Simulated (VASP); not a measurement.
# GaSi2S2 (P6/mmm) in VASP: single point with PBE

Aim: the single point of GaSi2S2 with PBE.

Everything below comes from runs of VASP 6.6.1. Logs are shortened: lines on timing, memory, paths and dates and some standing lists are left out, and cuts for length are marked.

## 1. The cell of the first run

It takes space group P6/mmm (No. 191, hexagonal). Conventional cell: a = 4.561 Å, b = 4.561 Å, c = 7.184 Å, α = 90.00°, β = 90.00°, γ = 120.00°. Within 3.3 Å of Ga (site symmetry 6/mmm) lie 2 Si at 2.51 Å and 6 S at 2.63 Å. Si (site symmetry 6mm) has 1 Si at 2.17 Å and 1 Ga at 2.51 Å within 2.9 Å. Within 3.5 Å of S (site symmetry -6m2) lie 3 S at 2.63 Å and 3 Ga at 2.63 Å.

## 2. Single point, PBE

INCAR reads:

```
SYSTEM = GaSi2S2
PREC = Accurate ; ENCUT = 500
EDIFF = 1E-6 ; ISMEAR = 0
SIGMA = 0.2 ; LREAL = .False.
LASPH = .True. ; NELM = 120
ALGO = Normal ; ISIF = 2
LWAVE = .False. ; LCHARG = .True.
GGA = PE ; LELF = .True.
LVHAR = .True. ; NBANDS = 24
GGA_COMPAT = .False.
```

KPOINTS reads:

```
Automatic mesh
0
Gamma
  5 5 2
  0 0 0
```

POSCAR reads:

```
GaSi2S2
1.0
    4.5611119004     -0.0000000035      0.0000000000
   -2.2805559472      3.9500387770      0.0000000000
    0.0000000000      0.0000000000      7.1836714385
Ga Si S
1 2 2
Direct
    0.0000000000      0.0000000000      0.5000000000
    0.0000000000      0.0000000000      0.8488345848
    0.0000000000      0.0000000000      0.1511654152
    0.3333333333      0.6666666667      0.5000000000
    0.6666666667      0.3333333333      0.5000000000
```

Potentials or basis: VASP PAW PBE potentials, release 64 (Ga_d, Si, S).

The run is started by

```bash
> cat potpaw_PBE.64/Ga_d/POTCAR potpaw_PBE.64/Si/POTCAR potpaw_PBE.64/S/POTCAR > POTCAR
> mpirun -np 1 vasp_std > vasp.out
```

OUTCAR:

```text
SYSTEM = GaSi2S2
   PREC = Accurate
   ENCUT = 500
   EDIFF = 1E-6
   ISMEAR = 0
   LREAL = .False.
   LASPH = .True.
   NELM = 120
   ISIF = 2
   GGA = PE

 ion  position               nearest neighbor table
   1  0.000  0.000  0.500-   2 2.51   3 2.51   4 2.63   5 2.63   5 2.63   4 2.63   5 2.63   4 2.63

   2  0.000  0.000  0.849-   3 2.17   1 2.51
   3  0.000  0.000  0.151-   2 2.17   1 2.51
   4  0.333  0.667  0.500-   5 2.63   5 2.63   1 2.63   1 2.63   1 2.63   5 2.63
   5  0.667  0.333  0.500-   4 2.63   4 2.63   1 2.63   1 2.63   1 2.63   4 2.63

  LATTYP: Found a hexagonal cell.
 ALAT       =     4.5611119004
 C/A-ratio  =     1.5749825033

  Lattice vectors:

 A1 = (   4.5611119004,  -0.0000000035,   0.0000000000)
 A2 = (  -2.2805559472,   3.9500387770,   0.0000000000)
 A3 = (   0.0000000000,   0.0000000000,   7.1836714385)

Analysis of symmetry for initial positions (statically):
=====================================================================
 Subroutine PRICEL returns:
 Original cell was already a primitive cell.

 Routine SETGRP: Setting up the symmetry group for a
 hexagonal supercell.

 Subroutine GETGRP returns: Found 24 space group operations
 (whereof 24 operations were pure point group operations)
 out of a pool of 24 trial point group operations.

The static configuration has the point symmetry D_6h.

Analysis of symmetry for dynamics (positions and initial velocities):
=====================================================================
 Subroutine PRICEL returns:
 Original cell was already a primitive cell.

 Routine SETGRP: Setting up the symmetry group for a
 hexagonal supercell.

 Subroutine GETGRP returns: Found 24 space group operations
 (whereof 24 operations were pure point group operations)
 out of a pool of 24 trial point group operations.

The dynamic configuration has the point symmetry D_6h.

 Subroutine INISYM returns: Found 24 space group operations
 (whereof 24 operations are pure point group operations),
 and found     1 'primitive' translations

----------------------------------------------------------------------------------------

                                     Primitive cell

  volume of cell :     129.4251

  direct lattice vectors                    reciprocal lattice vectors
     4.561111900 -0.000000003  0.000000000     0.219244786  0.126581036  0.000000000
    -2.280555947  3.950038777  0.000000000     0.000000000  0.253162072  0.000000000
     0.000000000  0.000000000  7.183671439     0.000000000  0.000000000  0.139204585

  length of vectors
     4.561111900  4.561111900  7.183671439     0.253162072  0.253162072  0.139204585

  position of ions in fractional coordinates (direct lattice)
     0.000000000  0.000000000  0.500000000
     0.000000000  0.000000000  0.848834585
     0.000000000  0.000000000  0.151165415
     0.333333333  0.666666667  0.500000000
     0.666666667  0.333333333  0.500000000

  ion indices of the primitive-cell ions
   primitive index   ion index
                 1           1
                 2           2
                 3           3
                 4           4
                 5           5

----------------------------------------------------------------------------------------

 KPOINTS: Automatic mesh

Automatic generation of k-mesh.
 Grid dimensions read from file:
 generate k-points for:    5    5    2

 Generating k-lattice:

  Cartesian coordinates                     Fractional coordinates (reciprocal lattice)
     0.043848957  0.025316207  0.000000000     0.200000000  0.000000000  0.000000000
     0.000000000  0.050632414  0.000000000     0.000000000  0.200000000  0.000000000
     0.000000000  0.000000000  0.069602292     0.000000000  0.000000000  0.500000000

  Length of vectors
     0.050632414  0.050632414  0.069602292

  Shift w.r.t. Gamma in fractional coordinates (k-lattice)
     0.000000000  0.000000000  0.000000000

 Subroutine IBZKPT returns following result:
 ===========================================

 Found     10 irreducible k-points:

 Following reciprocal coordinates:
            Coordinates               Weight
  0.000000  0.000000  0.000000      1.000000
  0.200000 -0.000000  0.000000      6.000000
  0.400000 -0.000000  0.000000      6.000000
  0.200000  0.200000  0.000000      6.000000
  0.400000  0.200000  0.000000      6.000000
  0.000000  0.000000  0.500000      1.000000
  0.200000 -0.000000  0.500000      6.000000
  0.400000 -0.000000  0.500000      6.000000
  0.200000  0.200000  0.500000      6.000000
  0.400000  0.200000  0.500000      6.000000
   k-points           NKPTS =     10   k-points in BZ     NKDIM =     10   number of bands    NBANDS=     24
   number of dos      NEDOS =    301   number of ions     NIONS =      5
   total plane-waves  NPLWV =  69984
   dimension x,y,z NGX =    36 NGY =   36 NGZ =   54
   dimension x,y,z NGXF=    72 NGYF=   72 NGZF=  108
   ions per type =               1   2   2
   NGX,Y,Z   is equivalent  to a cutoff of  13.12, 13.12, 12.50 a.u.
   NGXF,Y,Z  is equivalent  to a cutoff of  26.24, 26.24, 24.99 a.u.
 SYSTEM =  GaSi2S2
   PREC   = accura    normal or accurate (medium, high low for compatibility)
   ISTART =      0    job   : 0-new  1-cont  2-samecut
   ICHARG =      2    charge: 1-file 2-atom 10-const
   ISPIN  =      1    spin polarized calculation?
   LNONCOLLINEAR =      F non collinear calculations
   LSORBIT =      F    spin-orbit coupling
   LASPH  =      T    aspherical Exc in radial PAW
   ENCUT  =  500.0 eV  36.75 Ry    6.06 a.u.   8.32  8.32 13.10*2*pi/ulx,y,z
   NELM   =    120;   NELMIN=  2; NELMDL= -5     # of ELM steps
   EDIFF  = 0.1E-05   stopping-criterion for ELM
   LREAL  =      F    real-space projection
   EDIFFG = 0.1E-04   stopping-criterion for IOM
   NSW    =      0    number of steps for IOM
   IBRION =     -1    ionic relax: 0-MD 1-quasi-New 2-CG
   NFREE  =      0    steps in history (QN), initial steepest desc. (CG)
   ISIF   =      2    stress and relaxation
   ISYM   =      2    0-nonsym 1-usesym 2-fastsym
   POTIM  = 0.5000    time-step for ionic-motion
   TEBEG  =    0.0;   TEEND  =   0.0 temperature during run
   PSTRESS=    0.0 pullay stress
   NELECT =      33.0000    total number of electrons
   NUPDOWN=      -1.0000    fix difference up-down
   EMIN   =  10.00;   EMAX   =-10.00  energy-range for DOS
   EFERMI =   0.00;   METHOD = LEGACY
   ISMEAR =     0;   SIGMA  =   0.20  broadening in eV -4-tet -1-fermi 0-gaus
   EFERMI_NEDOS =   21; number of points for ismear=-14 and -15
   IALGO  =     38    algorithm
   IMIX   =      4    mixing-type and parameters
     AMIX     =   0.40;   BMIX     =  1.00
     AMIX_MAG =   1.60;   BMIX_MAG =  1.00
  volume/ion in A,a.u.               =      25.89       174.68
  Fermi-wavevector in a.u.,A,eV,Ry     =   1.038102  1.961728 14.662392  1.077655
  Thomas-Fermi vector in A             =   2.172570
   LORBIT       =      0    0 simple, 1 ext, 2 COOP (PROOUT), +10 PAW based schemes
   GGA     = PE    functional components
   LHFCALC =     F    Hartree Fock is set to
   AEXX    =    0.0000 exact exchange contribution
   IVDW    =     0    specifies the selected vdW correction
   LEPSILON=     F    determine dielectric tensor
   LRPA    =     F    only Hartree local field effects (RPA)
 non-spin polarized calculation
 Gauss-broadening in eV      SIGMA  =   0.20
  energy-cutoff  :      500.00
  volume of cell :      129.43
 maximum number of plane-waves:      3321
 NGX is ok and might be reduce to    36
   NGX = 17   NGY = 17   NGZ = 27

 number of electron      32.9999998 magnetization

 Free energy of the ion-electron system (eV)
  ---------------------------------------------------
  ext. energy  EPLUGINS =         0.00000000
  ---------------------------------------------------
  free energy    TOTEN  =       -16.91134092 eV

  energy without entropy =      -16.78798604  energy(sigma->0) =      -16.84966348

 E-fermi :   2.8176     XC(G=0):  -8.5517

 val. band max:        2.7870943816   @ k =   0.2000  -0.0000   0.0000
 cond. band min:       2.8578154672   @ k =   0.2000   0.2000   0.0000
 fundamental gap:      0.0707210856
 Fermi energy:         2.8175761382

 k-point     1 :       0.0000    0.0000    0.0000
  band No.  band energies     occupation
      1     -12.6347      2.00000
      2     -12.3502      2.00000
      3     -12.3502      2.00000
      4     -12.2606      2.00000
      5     -12.2606      2.00000
      6     -11.8098      2.00000
[... 16 lines left out ...]
     23       7.9118      0.00000
     24       9.8990      0.00000

 k-point     2 :       0.2000   -0.0000    0.0000
  band No.  band energies     occupation
      1     -12.5181      2.00000
      2     -12.3681      2.00000
      3     -12.3413      2.00000
      4     -12.2627      2.00000
      5     -12.2610      2.00000
      6     -11.6421      2.00000
[... 16 lines left out ...]
     23       8.5510      0.00000
     24       8.7915      0.00000

 k-point     3 :       0.4000   -0.0000    0.0000
  band No.  band energies     occupation
      1     -12.4380      2.00000
      2     -12.3567      2.00000
      3     -12.3268      2.00000
      4     -12.2660      2.00000
      5     -12.2616      2.00000
      6     -11.0237      2.00000
[... 16 lines left out ...]
     23       7.7969      0.00000
     24       7.8025      0.00000
[... 136 lines left out ...]
 k-point     9 :       0.2000    0.2000    0.5000
  band No.  band energies     occupation
      1     -12.4179      2.00000
      2     -12.3919      2.00000
      3     -12.3331      2.00000
      4     -12.2648      2.00000
      5     -12.2621      2.00000
      6     -11.1951      2.00000
[... 16 lines left out ...]
     23       8.6859      0.00000
     24       9.3418      0.00000

 k-point    10 :       0.4000    0.2000    0.5000
  band No.  band energies     occupation
      1     -12.4150      2.00000
      2     -12.3563      2.00000
      3     -12.3492      2.00000
      4     -12.2658      2.00000
      5     -12.2631      2.00000
      6     -10.5317      2.00000
[... 16 lines left out ...]
     23       8.9665      0.00000
     24       9.4458      0.00000

------------------------ aborting loop because EDIFF is reached ----------------------------------------

  FORCE on cell =-STRESS in cart. coord.  units (eV):
  Direction    XX          YY          ZZ          XY          YZ          ZX
  --------------------------------------------------------------------------------------
  -------------------------------------------------------------------------------------
  Total        0.1246666      0.1246666     -0.1386901     -0.0000000      0.0000000     -0.0000000
  in kB        1.5432708      1.5432708     -1.7168698     -0.0000000      0.0000000     -0.0000000
  external PRESSURE =       0.4565573 kB  Pullay stress =       0.0000000 kB

 VOLUME and BASIS-vectors are now :
 -----------------------------------------------------------------------------
  energy-cutoff  :      500.00
  volume of cell :      129.43
      direct lattice vectors                 reciprocal lattice vectors
     4.561111900 -0.000000003  0.000000000     0.219244786  0.126581036  0.000000000
    -2.280555947  3.950038777  0.000000000     0.000000000  0.253162072  0.000000000
     0.000000000  0.000000000  7.183671439     0.000000000  0.000000000  0.139204585

 POSITION                                       TOTAL-FORCE (eV/Angst)
 -----------------------------------------------------------------------------------
      0.00000      0.00000      3.59184        -0.000000     -0.000000      0.000000
      0.00000      0.00000      6.09775        -0.000000     -0.000000     -0.009163
      0.00000      0.00000      1.08592        -0.000000      0.000000      0.009163
      0.00000      2.63336      3.59184         0.000000      0.000000      0.000000
      2.28056      1.31668      3.59184        -0.000000     -0.000000      0.000000
 -----------------------------------------------------------------------------------
    total drift:                                0.000000     -0.000000     -0.000000

  FREE ENERGIE OF THE ION-ELECTRON SYSTEM (eV)
  ---------------------------------------------------
  free  energy   TOTEN  =       -16.9113409179 eV

  energy  without entropy=      -16.7879860389  energy(sigma->0) =      -16.84966348
```

Wall time 19 s (1 thread of AMD EPYC 9R45 (Zen 5), shared host); peak memory 0.21 GiB.

Results:

| Property | Result |
| --- | --- |
| Free energy | -16.9113 eV |
| Pressure | 0.0 GPa |
| Largest force | 0.009 eV/Å |

Forces in eV/Å, atoms in the order of the input:
```
Ga   0.000  0.000  0.000
Si   0.000  0.000 -0.009
Si   0.000  0.000  0.009
S    0.000  0.000  0.000
S    0.000  0.000  0.000
```

Stress tensor (GPa, compression positive):
```
 0.15  0.00  0.00
 0.00  0.15  0.00
 0.00  0.00 -0.17
```

Levels at points of the mesh, in eV from the Fermi level:
```tsv
k point	band 12	band 13	band 14	band 15	band 16	band 17	band 18	band 19	band 20	band 21
(0.00, 0.00, 0.00)	-4.24	-2.99	-2.99	-2.11	-0.10	0.61	0.61	1.38	2.76	2.76
(0.00, 0.00, 0.50)	-4.51	-2.96	-2.96	-1.47	-0.66	-0.11	0.30	0.30	3.44	3.44
```

Caveat: the k points lie up to 0.44 Å⁻¹ apart.
